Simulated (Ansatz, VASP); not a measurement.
# Two plane-wave programs on C

```xyz
4
Lattice="1.2332 0.7120 8.2826 -1.2332 0.7120 8.2826 0.0000 -1.4240 8.2826" Properties=species:S:1:pos:R:3 pbc="T T T"
C     0.0000    0.0000    2.1661
C     0.0000    0.0000   18.7315
C     0.0000    0.0000    6.1163
C     0.0000    0.0000   22.6818
```

Alike in both runs: functional SVWN5; k mesh 12 × 12 × 12; occupations fermi-dirac, width 0.1 eV; no spin polarisation.

```csv
,VASP,Ansatz
version,VASP 6.6.1,Ansatz 0.2.0
potentials or method,"VASP PAW PBE potentials, release 64 (C)",JTH PAW LDA
plane-wave cutoff (eV),520,780
valence electrons in the cell,16,16
task,single point,density of states
```

```csv
,VASP,Ansatz,Ansatz less VASP
gap on the k mesh at the Fermi level (eV),0.19,0.19,-0.001
least direct gap on the mesh (eV),0.19,0.19,-0.001
pressure (GPa),-5.5,-6.7,-1.24
"traceless stress, the component that is largest in VASP (GPa)",4.52,5.83,+1.318
rms of the force components (eV/Å),0.003,0.003,-0.0001
```

VASP's potentials were made for PBE, not for SVWN5. Atom by atom the forces differ by 0.000 eV/Å (rms over components).
